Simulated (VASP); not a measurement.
The system is Ag.

```
Ag
1.0
    -1.65565    1.65565    1.65565
     1.65565   -1.65565    1.65565
     1.65565    1.65565   -1.65565
Ag
1
Direct
  0.00000 0.00000 0.00000
```

| Item | Value |
| --- | --- |
| Program | VASP 6.6.1 |
| Task | relaxation of cell and atoms |
| Functional | revPBE |
| Dispersion | D4 |
| Potentials or basis | VASP PAW PBE potentials, release 64 (Ag) |
| Cutoff | 600 eV |
| k mesh | 11 × 11 × 11 |
| Occupations | fermi-dirac, width 0.05 eV |
| Spin | no spin polarisation |

At the start: pressure -5.7 GPa; volume 18.15 Å³/atom.

**Question.** How do energy, volume and symmetry change on relaxing?

**Answer.** Over 3 steps the energy falls by 21.6 meV/atom and the volume is 17.03 Å³/atom (-6.2 %); space group Im-3m (No. 229, to 0.05 Å).

The path:
| step | energy change (eV) | largest force (eV/Å) | pressure (GPa) | volume (Å³) |
| --- | --- | --- | --- | --- |
| 1 | 0.0000 | 0.0000 | -5.71 | 18.15 |
| 2 | -0.0160 | 0.0000 | 3.60 | 16.51 |
| 3 | -0.0216 | 0.0000 | 0.00 | 17.03 |

Final structure:
```xyz
1
Lattice="-1.6207 1.6207 1.6207 1.6207 -1.6207 1.6207 1.6207 1.6207 -1.6207" Properties=species:S:1:pos:R:3 pbc="T T T"
Ag    0.0000    0.0000    0.0000
```

Caveat: the PAW data sets were made with another functional, which shifts forces and pressure a little; pairwise dispersion overbinds metals, which lowers pressure and volume.
